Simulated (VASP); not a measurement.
Write the native input for VASP 6.6.1 that does the following.

```yaml
Task: single point
Functional: PBEsol
Dispersion: D4
Potentials_or_basis: VASP PAW PBE potentials, release 64 (Ti_sv, Co)
Cutoff: 520 eV
k_mesh: 5 × 5 × 5
Occupations: fermi-dirac, width 0.1 eV
Spin: collinear spin, ferromagnetic start
Starting_moments: "[0.0, 3.2, 3.2, 3.2] μB"
Dipole_correction: no
Further_INCAR_settings: ALGO = Normal; EDIFF = 1e-06; NBANDS = 32
```

The structure of TiCo3 lies in POSCAR:

```
TiCo3
1.0
    3.5710000000      0.0000000000      0.0000000000
    0.0000000000      3.5710000000      0.0000000000
    0.0000000000      0.0000000000      3.5710000000
Ti Co
1 3
Direct
    0.0000000000      0.0000000000      0.0000000000
    0.0000000000      0.5000000000      0.5000000000
    0.5000000000      0.0000000000      0.5000000000
    0.5000000000      0.5000000000      0.0000000000
```

The input as run:

INCAR

```
  ALGO = Normal
  EDIFF = 1E-6
  ENCUT = 520
  GGA = PS
  ISIF = 2
  ISMEAR = -1
  ISPIN = 2
  IVDW = 13
  LASPH = True
  LCHARG = False
  LMAXMIX = 4
  LORBIT = 11
  LREAL = False
  LWAVE = False
  MAGMOM = 0 3.2 3.2 3.2
  NBANDS = 32
  NELM = 150
  PREC = Accurate
  SIGMA = 0.1
```

KPOINTS

```
k-points
0
Gamma
  5 5 5
```

Potentials or basis: VASP PAW PBE potentials, release 64 (Ti_sv, Co).

The run is started by

```console
$ cat potpaw_PBE.64/Ti_sv/POTCAR potpaw_PBE.64/Co/POTCAR > POTCAR
$ mpirun -np 1 vasp_std > vasp.out
```

Results of the run:

The pressure is -8.7 GPa, the net moment is 1.88 μB per cell and the site moments are Ti -0.30; Co +0.75 μB. The valence electrons inside the program's atomic spheres are Ti 10.43; Co 8.36 and the dispersion energy per atom is -0.220 eV.

Caveat: the PAW data sets were made with another functional, which shifts forces and pressure a little; pairwise dispersion overbinds metals, which lowers pressure and volume.

Run time: 89 s on 1 thread of Intel Xeon 6975P-C (shared host), peak memory 0.18 GiB.
